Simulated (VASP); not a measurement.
# InSb (Pmmm) in VASP: single point with LDA

Aim: the single point of InSb with LDA.

Program: VASP 6.6.1. These are calculated values, not measurements. Logs are shortened: lines on timing, memory, paths and dates and some standing lists are left out, and cuts for length are marked.

### 1 The cell of the first run

It takes space group Pmmm (No. 47, orthorhombic). Conventional cell: a = 3.008 Å, b = 3.089 Å, c = 5.791 Å, α = 90.00°, β = 90.00°, γ = 90.00°. In (site symmetry mmm) has 2 Sb at 2.90 Å and 4 In at 3.01 to 3.09 Å within 3.8 Å. Within 3.8 Å of Sb (site symmetry mmm) lie 2 In at 2.90 Å and 4 Sb at 3.01 to 3.09 Å.

### 2 Single point, LDA (normal strain along x +0.0267, normal strain along z -0.0400)

INCAR reads:

```
ALGO = Normal
EDIFF = 1E-6
ENCUT = 520
GGA = CA
ISIF = 2
ISMEAR = 0
LASPH = True
LCHARG = False
LREAL = False
LWAVE = False
NBANDS = 16
NELM = 80
PREC = Accurate
SIGMA = 0.15
```

KPOINTS reads:

```
k-points
0
Gamma
  14 14 8
```

POSCAR reads:

```
InSb
1.0
    3.0886060083      0.0000000000      0.0000000000
    0.0000000000      3.0082848040      0.0000000000
    0.0000000000      0.0000000000      5.7912052094
In Sb
1 1
Direct
    0.0000000000      0.0000000000      0.0000000000
    0.0000000000      0.0000000000      0.5000000000
```

Potentials or basis: VASP PAW LDA potentials, release 64 (In_d, Sb).

Launch:

```bash
$ cat potpaw_LDA.64/In_d/POTCAR potpaw_LDA.64/Sb/POTCAR > POTCAR
$ mpirun -np 1 vasp_std > vasp.out
```

OUTCAR:

```text
EDIFF = 1E-6
   ENCUT = 520
   GGA = CA
   ISIF = 2
   ISMEAR = 0
   LASPH = True
   LREAL = False
   NELM = 80
   PREC = Accurate

 ion  position               nearest neighbor table
   1  0.000  0.000  0.000-   2 2.90   2 2.90
   2  0.000  0.000  0.500-   1 2.90   1 2.90

  LATTYP: Found a simple orthorhombic cell.
 ALAT       =     3.0082848040
 B/A-ratio  =     1.0267000000
 C/A-ratio  =     1.9250854180

  Lattice vectors:

 A1 = (   0.0000000000,  -3.0082848040,   0.0000000000)
 A2 = (   3.0886060083,   0.0000000000,   0.0000000000)
 A3 = (   0.0000000000,   0.0000000000,   5.7912052094)

Analysis of symmetry for initial positions (statically):
=====================================================================
 Subroutine PRICEL returns:
 Original cell was already a primitive cell.

 Routine SETGRP: Setting up the symmetry group for a
 simple orthorhombic supercell.

 Subroutine GETGRP returns: Found  8 space group operations
 (whereof  8 operations were pure point group operations)
 out of a pool of  8 trial point group operations.

The static configuration has the point symmetry D_2h.

Analysis of symmetry for dynamics (positions and initial velocities):
=====================================================================
 Subroutine PRICEL returns:
 Original cell was already a primitive cell.

 Routine SETGRP: Setting up the symmetry group for a
 simple orthorhombic supercell.

 Subroutine GETGRP returns: Found  8 space group operations
 (whereof  8 operations were pure point group operations)
 out of a pool of  8 trial point group operations.

The dynamic configuration has the point symmetry D_2h.

 Subroutine INISYM returns: Found  8 space group operations
 (whereof  8 operations are pure point group operations),
 and found     1 'primitive' translations

----------------------------------------------------------------------------------------

                                     Primitive cell

  volume of cell :      53.8084

  direct lattice vectors                    reciprocal lattice vectors
     3.088606008  0.000000000  0.000000000     0.323770658  0.000000000  0.000000000
     0.000000000  3.008284804  0.000000000     0.000000000  0.332415335  0.000000000
     0.000000000  0.000000000  5.791205209     0.000000000  0.000000000  0.172675629

  length of vectors
     3.088606008  3.008284804  5.791205209     0.323770658  0.332415335  0.172675629

  position of ions in fractional coordinates (direct lattice)
     0.000000000  0.000000000  0.000000000
     0.000000000  0.000000000  0.500000000

  ion indices of the primitive-cell ions
   primitive index   ion index
                 1           1
                 2           2

----------------------------------------------------------------------------------------

 KPOINTS: k-points

Automatic generation of k-mesh.
 Grid dimensions read from file:
 generate k-points for:   14   14    8

 Generating k-lattice:

  Cartesian coordinates                     Fractional coordinates (reciprocal lattice)
     0.023126476  0.000000000  0.000000000     0.071428571  0.000000000  0.000000000
     0.000000000  0.023743952  0.000000000     0.000000000  0.071428571  0.000000000
     0.000000000  0.000000000  0.021584454     0.000000000  0.000000000  0.125000000

  Length of vectors
     0.023126476  0.023743952  0.021584454

  Shift w.r.t. Gamma in fractional coordinates (k-lattice)
     0.000000000  0.000000000  0.000000000

 Subroutine IBZKPT returns following result:
 ===========================================

 Found    320 irreducible k-points:

 Following reciprocal coordinates:
            Coordinates               Weight
  0.000000  0.000000  0.000000      1.000000
  0.071429  0.000000  0.000000      2.000000
  0.142857  0.000000  0.000000      2.000000
  0.214286  0.000000  0.000000      2.000000
  0.285714  0.000000  0.000000      2.000000
  0.357143  0.000000  0.000000      2.000000
[... 16 lines left out ...]
  0.428571  0.142857  0.000000      4.000000
  0.500000  0.142857  0.000000      2.000000
 [... further k-points ...]
   k-points           NKPTS =    320   k-points in BZ     NKDIM =    320   number of bands    NBANDS=     16
   number of dos      NEDOS =    301   number of ions     NIONS =      2
   total plane-waves  NPLWV =  27648
   dimension x,y,z NGX =    24 NGY =   24 NGZ =   48
   dimension x,y,z NGXF=    48 NGYF=   48 NGZF=   96
   ions per type =               1   1
   NGX,Y,Z   is equivalent  to a cutoff of  12.92, 13.26, 13.78 a.u.
   NGXF,Y,Z  is equivalent  to a cutoff of  25.84, 26.53, 27.56 a.u.
 SYSTEM =  unknown system
   PREC   = accura    normal or accurate (medium, high low for compatibility)
   ISTART =      0    job   : 0-new  1-cont  2-samecut
   ICHARG =      2    charge: 1-file 2-atom 10-const
   ISPIN  =      1    spin polarized calculation?
   LNONCOLLINEAR =      F non collinear calculations
   LSORBIT =      F    spin-orbit coupling
   LASPH  =      T    aspherical Exc in radial PAW
   ENCUT  =  520.0 eV  38.22 Ry    6.18 a.u.   5.74  5.59 10.77*2*pi/ulx,y,z
   NELM   =     80;   NELMIN=  2; NELMDL= -5     # of ELM steps
   EDIFF  = 0.1E-05   stopping-criterion for ELM
   LREAL  =      F    real-space projection
   EDIFFG = 0.1E-04   stopping-criterion for IOM
   NSW    =      0    number of steps for IOM
   IBRION =     -1    ionic relax: 0-MD 1-quasi-New 2-CG
   NFREE  =      0    steps in history (QN), initial steepest desc. (CG)
   ISIF   =      2    stress and relaxation
   ISYM   =      2    0-nonsym 1-usesym 2-fastsym
   POTIM  = 0.5000    time-step for ionic-motion
   TEBEG  =    0.0;   TEEND  =   0.0 temperature during run
   PSTRESS=    0.0 pullay stress
   NELECT =      18.0000    total number of electrons
   NUPDOWN=      -1.0000    fix difference up-down
   EMIN   =  10.00;   EMAX   =-10.00  energy-range for DOS
   EFERMI =   0.00;   METHOD = LEGACY
   ISMEAR =     0;   SIGMA  =   0.15  broadening in eV -4-tet -1-fermi 0-gaus
   EFERMI_NEDOS =   21; number of points for ismear=-14 and -15
   IALGO  =     38    algorithm
   IMIX   =      4    mixing-type and parameters
     AMIX     =   0.40;   BMIX     =  1.00
     AMIX_MAG =   1.60;   BMIX_MAG =  1.00
  volume/ion in A,a.u.               =      26.90       181.56
  Fermi-wavevector in a.u.,A,eV,Ry     =   1.136446  2.147572 17.572058  1.291510
  Thomas-Fermi vector in A             =   2.273151
   LORBIT       =      0    0 simple, 1 ext, 2 COOP (PROOUT), +10 PAW based schemes
   GGA     = CA    functional components
   LHFCALC =     F    Hartree Fock is set to
   AEXX    =    0.0000 exact exchange contribution
   IVDW    =     0    specifies the selected vdW correction
   LEPSILON=     F    determine dielectric tensor
   LRPA    =     F    only Hartree local field effects (RPA)
 non-spin polarized calculation
 Gauss-broadening in eV      SIGMA  =   0.15
  energy-cutoff  :      520.00
  volume of cell :       53.81
 maximum number of plane-waves:      1472
 NGX is ok and might be reduce to    24
   NGX = 11   NGY = 11   NGZ = 21

 number of electron      17.9999996 magnetization

 Free energy of the ion-electron system (eV)
  ---------------------------------------------------
  ext. energy  EPLUGINS =         0.00000000
  ---------------------------------------------------
  free energy    TOTEN  =        -7.89838611 eV

  energy without entropy =       -7.88462437  energy(sigma->0) =       -7.89150524

 E-fermi :   7.4698     XC(G=0): -10.2736

 val. band max:        7.4606383985   @ k =   0.0714   0.2143   0.3750
 cond. band min:       7.4789043096   @ k =   0.4286   0.2857   0.1250
 fundamental gap:      0.0182659111
 Fermi energy:         7.4698476958

 k-point     1 :       0.0000    0.0000    0.0000
  band No.  band energies     occupation
      1      -7.4775      2.00000
      2      -7.3306      2.00000
      3      -6.8794      2.00000
      4      -6.8480      2.00000
      5      -6.7459      2.00000
      6      -4.5327      2.00000
[... 8 lines left out ...]
     15      17.0555      0.00000
     16      18.3880      0.00000

 k-point     2 :       0.0714    0.0000    0.0000
  band No.  band energies     occupation
      1      -7.4643      2.00000
      2      -7.3160      2.00000
      3      -6.8919      2.00000
      4      -6.8471      2.00000
      5      -6.7545      2.00000
      6      -4.4562      2.00000
[... 8 lines left out ...]
     15      17.1559      0.00000
     16      17.5031      0.00000

 k-point     3 :       0.1429    0.0000    0.0000
  band No.  band energies     occupation
      1      -7.4348      2.00000
      2      -7.2679      2.00000
      3      -6.9264      2.00000
      4      -6.8444      2.00000
      5      -6.7788      2.00000
      6      -4.2281      2.00000
[... 8 lines left out ...]
     15      17.4513      0.00000
     16      17.7304      0.00000

 k-point     4 :       0.2143    0.0000    0.0000
  band No.  band energies     occupation
      1      -7.4059      2.00000
      2      -7.1853      2.00000
      3      -6.9755      2.00000
      4      -6.8405      2.00000
      5      -6.8136      2.00000
      6      -3.8541      2.00000
[... 8 lines left out ...]
     15      17.9223      0.00000
     16      18.3937      0.00000
[... 324 lines left out ...]
 k-point    22 :       0.3571    0.1429    0.0000
  band No.  band energies     occupation
      1      -7.2530      2.00000
      2      -7.0679      2.00000
      3      -6.9670      2.00000
      4      -6.9458      2.00000
      5      -6.8864      2.00000
      6      -2.4358      2.00000
[... 8 lines left out ...]
     15      17.0371      0.00000
     16      17.8849      0.00000

 k-point    23 :       0.4286    0.1429    0.0000
  band No.  band energies     occupation
      1      -7.2438      2.00000
      2      -7.0995      2.00000
      3      -6.9738      2.00000
      4      -6.8967      2.00000
      5      -6.8832      2.00000
      6      -1.8784      2.00000
[... 8 lines left out ...]
     15      16.9647      0.00000
     16      18.3749      0.00000

 k-point    24 :       0.5000    0.1429    0.0000
  band No.  band energies     occupation
      1      -7.2407      2.00000
      2      -7.1107      2.00000
      3      -6.9831      2.00000
      4      -6.8820      2.00000
      5      -6.8723      2.00000
      6      -1.6201      2.00000
[... 8 lines left out ...]
     15      17.2989      0.00000
     16      18.6093      0.00000

 [... further k-points ...]

------------------------ aborting loop because EDIFF is reached ----------------------------------------

  FORCE on cell =-STRESS in cart. coord.  units (eV):
  Direction    XX          YY          ZZ          XY          YZ          ZX
  --------------------------------------------------------------------------------------
  -------------------------------------------------------------------------------------
  Total       -0.6487775     -0.0011790      1.7210064      0.0000000      0.0000000      0.0000000
  in kB      -19.3177247     -0.0351056     51.2439562      0.0000000      0.0000000      0.0000000
  external PRESSURE =      10.6303753 kB  Pullay stress =       0.0000000 kB

 VOLUME and BASIS-vectors are now :
 -----------------------------------------------------------------------------
  energy-cutoff  :      520.00
  volume of cell :       53.81
      direct lattice vectors                 reciprocal lattice vectors
     3.088606008  0.000000000  0.000000000     0.323770658  0.000000000  0.000000000
     0.000000000  3.008284804  0.000000000     0.000000000  0.332415335  0.000000000
     0.000000000  0.000000000  5.791205209     0.000000000  0.000000000  0.172675629

 POSITION                                       TOTAL-FORCE (eV/Angst)
 -----------------------------------------------------------------------------------
      0.00000      0.00000      0.00000         0.000000      0.000000      0.000000
      0.00000      0.00000      2.89560         0.000000      0.000000      0.000000
 -----------------------------------------------------------------------------------
    total drift:                                0.000000     -0.000000     -0.000000

  FREE ENERGIE OF THE ION-ELECTRON SYSTEM (eV)
  ---------------------------------------------------
  free  energy   TOTEN  =        -7.8983861052 eV

  energy  without entropy=       -7.8846243690  energy(sigma->0) =       -7.89150524
```

It took 4 min on 1 thread of AMD EPYC 7R13, shared host; peak memory 0.35 GiB.

Results:

- Free energy: -7.8984 eV
- Pressure: 1.1 GPa
- Band gap on the k mesh: zero (bands 9 and 10 overlap by 5.48 eV)

Levels at points of the mesh, in eV from the Fermi level:
```csv
k point,band 5,band 6,band 7,band 8,band 9,band 10,band 11,band 12,band 13,band 14
"(0.00, 0.00, 0.00)",-14.22,-12.00,-6.67,-5.02,3.64,4.43,6.75,7.54,8.67,8.71
"(0.50, 0.00, 0.00)",-14.30,-9.41,-5.34,-3.27,-2.86,-1.43,2.98,6.51,9.32,10.75
"(0.00, 0.50, 0.00)",-14.31,-9.05,-5.40,-2.87,-2.59,-1.43,3.07,6.00,9.63,10.54
"(0.50, 0.50, 0.00)",-14.01,-6.31,-3.34,-2.98,-0.55,1.00,1.02,1.30,2.58,5.83
"(0.00, 0.00, 0.50)",-14.22,-11.82,-8.61,-0.15,0.76,3.96,4.74,7.52,7.62,8.36
"(0.50, 0.00, 0.50)",-14.30,-9.36,-5.47,-4.90,-2.65,2.41,3.48,6.37,6.80,7.24
"(0.00, 0.50, 0.50)",-14.29,-8.99,-5.12,-4.98,-2.61,2.72,3.80,6.29,6.40,7.30
"(0.50, 0.50, 0.50)",-14.01,-6.33,-3.00,-2.62,-2.07,-0.04,0.22,2.95,4.60,5.83
```

Caveat: the cell differs from its parent crystal (normal strain along x +0.0267, normal strain along z -0.0400); spin-orbit coupling is left out, which moves the levels of the heavy elements.
